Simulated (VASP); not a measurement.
A run of VASP 6.6.1:

File INCAR:

```
ALGO = Normal ; EDIFF = 1E-6
ENCUT = 600 ; GGA = PE
GGA_COMPAT = F ; ISIF = 2
ISMEAR = 0 ; LASPH = T
LCHARG = F ; LMAXMIX = 6
LREAL = F ; LWAVE = F
NBANDS = 33 ; NELM = 200
PREC = Accurate ; SIGMA = 0.2
```

The input KPOINTS:

```
k-points
0
Gamma
  6 6 1
```

Contents of POSCAR:

```
Ho2O
1.0
    3.3445501178      0.0000000000      0.0000000000
   -1.6722750589      2.8964653663      0.0000000000
    0.0000000000      0.0000000000     12.1086266727
Ho O
4 2
Direct
    0.6666666667      0.3333333333      0.5000000000
    0.0000000000      0.0000000000      0.2617538994
    0.0000000000      0.0000000000      0.0000000000
    0.0000000000      0.0000000000      0.7382461006
    0.6666666667      0.3333333333      0.1174982411
    0.6666666667      0.3333333333      0.8825017589
```

Potentials or basis: VASP PAW PBE potentials, release 64 (Ho_3, O), 4f in core.

Run with:

```sh
$ cat potpaw_PBE.64/Ho_3/POTCAR potpaw_PBE.64/O/POTCAR > POTCAR
$ mpirun -np 1 vasp_std > vasp.out
```

Hardware: 1 thread of Intel Xeon 8259CL, on a shared host.

How long does it take, and how much memory?

Wall time 2 min on 1 thread of Intel Xeon 8259CL (shared host), peak memory 0.26 GiB. Counts: scf iterations 19, k points 7.
